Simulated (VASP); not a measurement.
# TiO2 (P4_2/mnm) in VASP: notebook

TiO2 is run at these levels: r2SCAN, revPBE; tasks: single point.

Program: VASP 6.6.1. These are calculated values, not measurements. Logs are shortened: lines on timing, memory, paths and dates and some standing lists are left out, and cuts for length are marked.

## 1. The cell of the first run

Symmetry: P4_2/mnm, No. 136, tetragonal system. The conventional cell has a = 4.538 Å, b = 4.538 Å, c = 2.919 Å, α = 90.00°, β = 90.00°, γ = 90.00°. Ti (site symmetry mmm) has 6 O at 1.93 to 1.95 Å within 2.6 Å. Within 2.6 Å of O (site symmetry m2m) lie 3 Ti at 1.93 to 1.95 Å and 1 O at 2.51 Å.

## 2. Single point, r2SCAN

File POSCAR:

```
TiO2
1.0
    4.5376697393      0.0000000000      0.0000000000
    0.0000000000      4.5376697393      0.0000000000
    0.0000000000      0.0000000000      2.9192192849
Ti O
2 4
Direct
    0.0000000000      0.0000000000      0.5000000000
    0.5000000000      0.5000000000      0.0000000000
    0.3043213200      0.3043213200      0.5000000000
    0.1956786800      0.8043213200      0.0000000000
    0.8043213200      0.1956786800      0.0000000000
    0.6956786800      0.6956786800      0.5000000000
```

File INCAR.step1:

```
  PREC = Accurate
  ENCUT = 520
  ISMEAR = -1
  SIGMA = 0.05
  LREAL = False
  LASPH = True
  NELM = 60
  NBANDS = 33
  GGA = PE
  ALGO = Normal
  EDIFF = 1E-4
  LWAVE = True
  LCHARG = False
```

File INCAR.step2:

```
  PREC = Accurate
  ENCUT = 520
  EDIFF = 1E-6
  ISMEAR = -1
  SIGMA = 0.05
  LREAL = False
  LASPH = True
  NELM = 60
  ALGO = Normal
  ISIF = 2
  LWAVE = False
  LCHARG = False
  METAGGA = R2SCAN
  LMIXTAU = True
  NBANDS = 33
  ISTART = 1
```

File KPOINTS:

```
Automatic mesh
0
Gamma
  6 6 9
```

Potentials or basis: VASP PAW PBE potentials, release 64 (Ti_sv, O).

The run is started by

```bash
> cat potpaw_PBE.64/Ti_sv/POTCAR potpaw_PBE.64/O/POTCAR > POTCAR
> cp INCAR.step1 INCAR
> mpirun -np 1 vasp_std > vasp.out
> cp INCAR.step2 INCAR
> mpirun -np 1 vasp_std > vasp.out
```

OUTCAR:

```text
PREC = Accurate
   ENCUT = 520
   EDIFF = 1E-6
   ISMEAR = -1
   LREAL = False
   LASPH = True
   NELM = 60
   ISIF = 2
   METAGGA = R2SCAN
   ISTART = 1

 ion  position               nearest neighbor table
   1  0.000  0.000  0.500-   4 1.93   5 1.93   4 1.93   5 1.93   3 1.95   6 1.95
   2  0.500  0.500  0.000-   3 1.93   6 1.93   3 1.93   6 1.93   5 1.95   4 1.95
   3  0.304  0.304  0.500-   2 1.93   2 1.93   1 1.95
   4  0.196  0.804  0.000-   1 1.93   1 1.93   2 1.95
   5  0.804  0.196  0.000-   1 1.93   1 1.93   2 1.95
   6  0.696  0.696  0.500-   2 1.93   2 1.93   1 1.95

  LATTYP: Found a simple tetragonal cell.
 ALAT       =     4.5376697393
 C/A-ratio  =     0.6433300466

  Lattice vectors:

 A1 = (   4.5376697393,   0.0000000000,   0.0000000000)
 A2 = (   0.0000000000,   4.5376697393,   0.0000000000)
 A3 = (   0.0000000000,   0.0000000000,   2.9192192849)

Analysis of symmetry for initial positions (statically):
=====================================================================
 Subroutine PRICEL returns:
 Original cell was already a primitive cell.

 Routine SETGRP: Setting up the symmetry group for a
 simple tetragonal supercell.

 Subroutine GETGRP returns: Found 16 space group operations
 (whereof  8 operations were pure point group operations)
 out of a pool of 16 trial point group operations.

The static configuration has the point symmetry D_2h.
 The point group associated with its full space group is D_4h.

Analysis of symmetry for dynamics (positions and initial velocities):
=====================================================================
 Subroutine PRICEL returns:
 Original cell was already a primitive cell.

 Routine SETGRP: Setting up the symmetry group for a
 simple tetragonal supercell.

 Subroutine GETGRP returns: Found 16 space group operations
 (whereof  8 operations were pure point group operations)
 out of a pool of 16 trial point group operations.

The dynamic configuration has the point symmetry D_2h.
 The point group associated with its full space group is D_4h.

 Subroutine INISYM returns: Found 16 space group operations
 (whereof  8 operations are pure point group operations),
 and found     1 'primitive' translations

----------------------------------------------------------------------------------------

                                     Primitive cell

  volume of cell :      60.1080

  direct lattice vectors                    reciprocal lattice vectors
     4.537669739  0.000000000  0.000000000     0.220377431  0.000000000  0.000000000
     0.000000000  4.537669739  0.000000000     0.000000000  0.220377431  0.000000000
     0.000000000  0.000000000  2.919219285     0.000000000  0.000000000  0.342557342

  length of vectors
     4.537669739  4.537669739  2.919219285     0.220377431  0.220377431  0.342557342

  position of ions in fractional coordinates (direct lattice)
     0.000000000  0.000000000  0.500000000
     0.500000000  0.500000000  0.000000000
     0.304321320  0.304321320  0.500000000
     0.195678680  0.804321320  0.000000000
     0.804321320  0.195678680  0.000000000
     0.695678680  0.695678680  0.500000000

  ion indices of the primitive-cell ions
   primitive index   ion index
                 1           1
                 2           2
                 3           3
                 4           4
                 5           5
                 6           6

----------------------------------------------------------------------------------------

 KPOINTS: Automatic mesh

Automatic generation of k-mesh.
 Grid dimensions read from file:
 generate k-points for:    6    6    9

 Generating k-lattice:

  Cartesian coordinates                     Fractional coordinates (reciprocal lattice)
     0.036729572  0.000000000  0.000000000     0.166666667  0.000000000  0.000000000
     0.000000000  0.036729572  0.000000000     0.000000000  0.166666667  0.000000000
     0.000000000  0.000000000  0.038061927     0.000000000  0.000000000  0.111111111

  Length of vectors
     0.036729572  0.036729572  0.038061927

[... 54 lines left out ...]
  band No.  band energies     occupation
      1     -54.0568      2.00000
      2     -54.0378      2.00000
      3     -29.3584      2.00000
      4     -29.3573      2.00000
      5     -29.1740      2.00000
      6     -29.1729      2.00000
[... 25 lines left out ...]
     32      12.1637      0.00000
     33      12.1861      0.00000

 k-point     3 :       0.3333    0.0000    0.0000
  band No.  band energies     occupation
      1     -54.0528      2.00000
      2     -54.0418      2.00000
      3     -29.3277      2.00000
      4     -29.3248      2.00000
      5     -29.2094      2.00000
      6     -29.2064      2.00000
[... 25 lines left out ...]
     32      11.9472      0.00000
     33      11.9908      0.00000

 k-point     4 :       0.5000    0.0000    0.0000
  band No.  band energies     occupation
      1     -54.0473      2.00000
      2     -54.0473      2.00000
      3     -29.2996      2.00000
      4     -29.2996      2.00000
      5     -29.2361      2.00000
      6     -29.2361      2.00000
[... 25 lines left out ...]
     32      11.7649      0.00000
     33      11.8575      0.00000

 k-point     5 :       0.1667    0.1667    0.0000
  band No.  band energies     occupation
      1     -54.0556      2.00000
      2     -54.0391      2.00000
      3     -29.3736      2.00000
      4     -29.3232      2.00000
      5     -29.2103      2.00000
      6     -29.1577      2.00000
[... 604 lines left out ...]
 k-point    22 :       0.1667    0.0000    0.2222
  band No.  band energies     occupation
      1     -54.0346      2.00000
      2     -54.0199      2.00000
      3     -29.3475      2.00000
      4     -29.3193      2.00000
      5     -29.2917      2.00000
      6     -29.2858      2.00000
[... 25 lines left out ...]
     32      11.4570      0.00000
     33      11.7062      0.00000

 k-point    23 :       0.3333    0.0000    0.2222
  band No.  band energies     occupation
      1     -54.0315      2.00000
      2     -54.0230      2.00000
      3     -29.3543      2.00000
      4     -29.3345      2.00000
      5     -29.2662      2.00000
      6     -29.2532      2.00000
[... 25 lines left out ...]
     32      11.0120      0.00000
     33      11.7839      0.00000

 k-point    24 :       0.5000    0.0000    0.2222
  band No.  band energies     occupation
      1     -54.0272      2.00000
      2     -54.0272      2.00000
      3     -29.3487      2.00000
      4     -29.3487      2.00000
      5     -29.2406      2.00000
      6     -29.2406      2.00000
[... 25 lines left out ...]
     32      10.8199      0.00000
     33      12.2391      0.00000

 [... further k-points ...]

------------------------ aborting loop because EDIFF is reached ----------------------------------------

  FORCE on cell =-STRESS in cart. coord.  units (eV):
  Direction    XX          YY          ZZ          XY          YZ          ZX
  --------------------------------------------------------------------------------------
  -------------------------------------------------------------------------------------
  Total        3.9465355      3.9465355      5.0553670     -0.0000000      0.0000000      0.0000000
  in kB      105.1947609    105.1947609    134.7506228     -0.0000000      0.0000000      0.0000000
  external PRESSURE =     115.0467149 kB  Pullay stress =       0.0000000 kB

 VOLUME and BASIS-vectors are now :
 -----------------------------------------------------------------------------
  energy-cutoff  :      520.00
  volume of cell :       60.11
      direct lattice vectors                 reciprocal lattice vectors
     4.537669739  0.000000000  0.000000000     0.220377431  0.000000000  0.000000000
     0.000000000  4.537669739  0.000000000     0.000000000  0.220377431  0.000000000
     0.000000000  0.000000000  2.919219285     0.000000000  0.000000000  0.342557342

 POSITION                                       TOTAL-FORCE (eV/Angst)
 -----------------------------------------------------------------------------------
      0.00000      0.00000      1.45961         0.000000      0.000000     -0.000000
      2.26883      2.26883      0.00000         0.000000      0.000000     -0.000000
      1.38091      1.38091      1.45961        -0.131353     -0.131353      0.000000
      0.88793      3.64974      0.00000         0.131353     -0.131353     -0.000000
      3.64974      0.88793      0.00000        -0.131353      0.131353     -0.000000
      3.15676      3.15676      1.45961         0.131353      0.131353     -0.000000
 -----------------------------------------------------------------------------------
    total drift:                                0.000000      0.000000      0.000000

  FREE ENERGIE OF THE ION-ELECTRON SYSTEM (eV)
  ---------------------------------------------------
  free  energy   TOTEN  =       -69.7020899024 eV

  energy  without entropy=      -69.7020899023  energy(sigma->0) =      -69.70208990
```

Run time: 8.6 min. Hardware: 1 thread of Intel Xeon 8259CL, shared host; peak memory 0.23 GiB.

Results:

| Quantity | Value |
| --- | --- |
| Free energy | -69.7021 eV |
| Pressure | 11.5 GPa |
| Largest force | 0.186 eV/Å |
| Band gap on the k mesh | 2.32 eV |

Forces on the atoms (eV/Å):
```
Ti   0.000  0.000  0.000
Ti   0.000  0.000  0.000
O   -0.131 -0.131  0.000
O    0.131 -0.131  0.000
O   -0.131  0.131  0.000
O    0.131  0.131  0.000
```

Levels at points of the mesh, in eV from the valence-band top:
```
           k point  band 22  band 23  band 24  band 25  band 26  band 27
(0.00, 0.00, 0.00)    -0.50    -0.50     0.00     2.32     2.66     2.90
(0.50, 0.00, 0.00)    -1.75    -0.81    -0.81     3.05     3.05     3.58
(0.50, 0.50, 0.00)    -1.40    -1.14    -1.14     2.36     2.36     3.04
```

Caveat: the cell stands under pressure; the PAW data sets were made with another functional, which shifts forces and pressure a little; an odd mesh through Γ misses points on the zone boundary, where band edges can lie.

## 3. Single point, r2SCAN

This run uses another cell than the first one, of 10.23 Å³/atom.

POSCAR, as its differences from that of step 2:

```diff
@@ -2,5 +2,5 @@
 1.0
-    4.5376697393      0.0000000000      0.0000000000
-    0.0000000000      4.5376697393      0.0000000000
-    0.0000000000      0.0000000000      2.9192192849
+    4.5689650023      0.0000000000      0.0000000000
+    0.0000000000      4.5689650023      0.0000000000
+    0.0000000000      0.0000000000      2.9393524679
 Ti O
```

File INCAR.step1:

```
PREC     = Accurate       # precision mode
ENCUT    = 520            # plane-wave cutoff, eV
ISMEAR   = -1             # smearing method
SIGMA    = 0.05           # smearing width, eV
LREAL    = F              # projectors in reciprocal space
LASPH    = T              # aspherical terms in the spheres
NELM     = 80             # most SCF steps
NBANDS   = 33             # bands
GGA      = PE             # functional
ALGO     = Normal         # electronic algorithm
EDIFF    = 1E-4           # SCF threshold, eV
LWAVE    = T              # write WAVECAR
LCHARG   = F              # write CHGCAR
```

File INCAR.step2:

```
PREC     = Accurate       # precision mode
ENCUT    = 520            # plane-wave cutoff, eV
EDIFF    = 1E-6           # SCF threshold, eV
ISMEAR   = -1             # smearing method
SIGMA    = 0.05           # smearing width, eV
LREAL    = F              # projectors in reciprocal space
LASPH    = T              # aspherical terms in the spheres
NELM     = 80             # most SCF steps
ALGO     = Normal         # electronic algorithm
ISIF     = 2              # what is computed and relaxed
LWAVE    = F              # write WAVECAR
LCHARG   = F              # write CHGCAR
METAGGA  = R2SCAN         # meta-GGA
LMIXTAU  = T            
NBANDS   = 33             # bands
ISTART   = 1
```

File KPOINTS:

```
regular mesh
0
Gamma
  6 6 9
```

Potentials or basis: VASP PAW PBE potentials, release 64 (Ti_sv, O).

The run is started by

```bash
> cat potpaw_PBE.64/Ti_sv/POTCAR potpaw_PBE.64/O/POTCAR > POTCAR
> cp INCAR.step1 INCAR
> mpirun -np 1 vasp_std > vasp.out
> cp INCAR.step2 INCAR
> mpirun -np 1 vasp_std > vasp.out
```

Wall time 8.4 min (1 thread of Intel Xeon 8259CL, shared host); peak memory 0.23 GiB.

The run converged. Its results:

```yaml
Free_energy: -69.7708 eV
Pressure: 5.6 GPa
Largest_force: 0.077 eV/Å
Band_gap_on_the_k_mesh: 2.26 eV
```

Forces in eV/Å, atoms in the order of the input:
```
Ti   0.000  0.000  0.000
Ti   0.000  0.000  0.000
O   -0.055 -0.055  0.000
O    0.055 -0.055  0.000
O   -0.055  0.055  0.000
O    0.055  0.055  0.000
```

Stress tensor (GPa, compression positive):
```
5.13 0.00 0.00
0.00 5.13 0.00
0.00 0.00 6.59
```

Levels at points of the mesh, in eV from the valence-band top:
| k point | band 21 | band 22 | band 23 | band 24 | band 25 | band 26 | band 27 | band 28 |
| --- | --- | --- | --- | --- | --- | --- | --- | --- |
| (0.00, 0.00, 0.00) | -0.77 | -0.50 | -0.50 | 0.00 | 2.26 | 2.59 | 2.83 | 2.93 |
| (0.50, 0.00, 0.00) | -1.73 | -1.73 | -0.79 | -0.79 | 2.97 | 2.97 | 3.48 | 3.48 |
| (0.50, 0.50, 0.00) | -1.40 | -1.40 | -1.14 | -1.14 | 2.30 | 2.30 | 2.96 | 2.96 |

Caveat: the cell stands under pressure; the PAW data sets were made with another functional, which shifts forces and pressure a little; an odd mesh through Γ misses points on the zone boundary, where band edges can lie.

## 4. Single point, r2SCAN

This run uses another cell than the first one, of 10.64 Å³/atom.

POSCAR, as its differences from that of step 3:

```diff
@@ -2,5 +2,5 @@
 1.0
-    4.5689650023      0.0000000000      0.0000000000
-    0.0000000000      4.5689650023      0.0000000000
-    0.0000000000      0.0000000000      2.9393524679
+    4.6303007105      0.0000000000      0.0000000000
+    0.0000000000      4.6303007105      0.0000000000
+    0.0000000000      0.0000000000      2.9788115719
 Ti O
```

File INCAR.step1:

```
PREC = Accurate
ENCUT = 520
ISMEAR = -1
SIGMA = 0.05
LREAL = False
LASPH = True
NELM = 80
NBANDS = 33
GGA = PE
ALGO = Normal
EDIFF = 1E-4
LWAVE = True
LCHARG = False
```

File INCAR.step2:

```
PREC = Accurate
ENCUT = 520
EDIFF = 1E-7
ISMEAR = -1
SIGMA = 0.05
LREAL = False
LASPH = True
NELM = 80
ALGO = Normal
ISIF = 2
LWAVE = False
LCHARG = False
METAGGA = R2SCAN
LMIXTAU = True
NBANDS = 33
ISTART = 1
```

KPOINTS is that of step 3.

The run is started by

```bash
> cat potpaw_PBE.64/Ti_sv/POTCAR potpaw_PBE.64/O/POTCAR > POTCAR
> cp INCAR.step1 INCAR
> mpirun -np 1 vasp_std > vasp.out
> cp INCAR.step2 INCAR
> mpirun -np 1 vasp_std > vasp.out
```

Wall time 9.1 min (1 thread of Intel Xeon 8259CL, shared host); peak memory 0.23 GiB.

The run converged. Its results:

| Property | Result |
| --- | --- |
| Free energy | -69.7812 eV |
| Pressure | -4.5 GPa |
| Largest force | 0.119 eV/Å |
| Band gap on the k mesh | 2.15 eV |

Forces on the atoms (eV/Å):
```
Ti   0.000  0.000  0.000
Ti   0.000  0.000  0.000
O    0.084  0.084  0.000
O   -0.084  0.084  0.000
O    0.084 -0.084  0.000
O   -0.084 -0.084  0.000
```

Stress tensor (GPa, compression positive):
```
-4.13  0.00  0.00
 0.00 -4.13  0.00
 0.00  0.00 -5.23
```

Levels at points of the mesh, in eV from the valence-band top:
```
           k point  band 22  band 23  band 24  band 25  band 26  band 27
(0.00, 0.00, 0.00)    -0.49    -0.49     0.00     2.15     2.45     2.69
(0.50, 0.00, 0.00)    -1.70    -0.75    -0.75     2.81     2.81     3.29
(0.50, 0.50, 0.00)    -1.39    -1.14    -1.14     2.18     2.18     2.80
```

Caveat: the cell stands under tension; the PAW data sets were made with another functional, which shifts forces and pressure a little; an odd mesh through Γ misses points on the zone boundary, where band edges can lie.

## 5. Single point, revPBE

This run uses another cell than the first one, of 10.44 Å³/atom.

File INCAR:

```
GGA = RE
ISMEAR = 0
SIGMA = 0.03
LWAVE = F
LCHARG = F
ISIF = 2
PREC = Accurate
LASPH = T
LREAL = F
ALGO = Normal
EDIFF = 1E-6
NELM = 120
GGA_COMPAT = F
ENCUT = 520
EFERMI = MIDGAP
```

File KPOINTS:

```
k-points
0
Gamma
  5 5 8
```

POSCAR, as its differences from that of step 4:

```diff
@@ -2,5 +2,5 @@
 1.0
-    4.6303007105      0.0000000000      0.0000000000
-    0.0000000000      4.6303007105      0.0000000000
-    0.0000000000      0.0000000000      2.9788115719
+    4.5998373239      0.0000000000      0.0000000000
+    0.0000000000      4.5998373239      0.0000000000
+    0.0000000000      0.0000000000      2.9592135600
 Ti O
```

The run is started by

```bash
> cat potpaw_PBE.64/Ti_sv/POTCAR potpaw_PBE.64/O/POTCAR > POTCAR
> mpirun -np 1 vasp_std > vasp.out
```

Wall time 28 s (1 thread of Intel Xeon Platinum 8488C (Sapphire Rapids), shared host); peak memory 0.2 GiB.

Results (log left out):

| Quantity | Value |
| --- | --- |
| Free energy | -51.4687 eV |
| Pressure | 8.6 GPa |
| Largest force | 0.042 eV/Å |
| Band gap on the k mesh | 1.87 eV |

Forces in eV/Å, atoms in the order of the input:
```
Ti   0.000  0.000  0.000
Ti   0.000  0.000  0.000
O   -0.030 -0.030  0.000
O    0.030 -0.030  0.000
O   -0.030  0.030  0.000
O    0.030  0.030  0.000
```

Stress tensor (GPa, compression positive):
```
8.65 0.00 0.00
0.00 8.65 0.00
0.00 0.00 8.52
```

Levels at points of the mesh, in eV from the valence-band top:
| k point | band 21 | band 22 | band 23 | band 24 | band 25 | band 26 | band 27 | band 28 |
| --- | --- | --- | --- | --- | --- | --- | --- | --- |
| (0.00, 0.00, 0.00) | -0.71 | -0.45 | -0.45 | 0.00 | 1.87 | 2.16 | 2.40 | 2.49 |
| (0.00, 0.00, 0.50) | -2.34 | -2.34 | -1.42 | -1.42 | 2.96 | 2.96 | 3.17 | 3.17 |

Caveat: the cell stands under pressure; the PAW data sets were made with another functional, which shifts forces and pressure a little; an odd mesh through Γ misses points on the zone boundary, where band edges can lie.

## 6. Summary

```tsv
level	cell	k mesh	smearing	dipole correction	tolerance level	purpose	start	gap on the mesh (eV)	pressure (GPa)	largest force (eV/Å)
r2SCAN	a = 4.538, b = 4.538, c = 2.919 Å, 6 atoms	6 × 6 × 9	fermi-dirac 0.05 eV	no	-	-	-	2.32	11.5	0.19
r2SCAN	a = 4.569, b = 4.569, c = 2.939 Å, 6 atoms	6 × 6 × 9	fermi-dirac 0.05 eV	no	-	-	-	2.26	5.6	0.08
r2SCAN	a = 4.630, b = 4.630, c = 2.979 Å, 6 atoms	6 × 6 × 9	fermi-dirac 0.05 eV	no	-	-	-	2.15	-4.5	0.12
revPBE	a = 4.600, b = 4.600, c = 2.959 Å, 6 atoms	5 × 5 × 8	gaussian 0.03 eV	-	tight	restart	from scratch	1.87	8.6	0.04
```

Alike in all rows: task single point; potentials or basis VASP PAW PBE potentials, release 64 (Ti_sv, O); no spin polarisation; cutoff (eV) 520.

Caveats: the PAW data sets were made with another functional, which shifts forces and pressure a little; an odd mesh through Γ misses points on the zone boundary, where band edges can lie; the cell stands under pressure (at least some runs); the cell stands under tension (at least some runs).

Absolute energies hang on the potentials; compare differences alone.
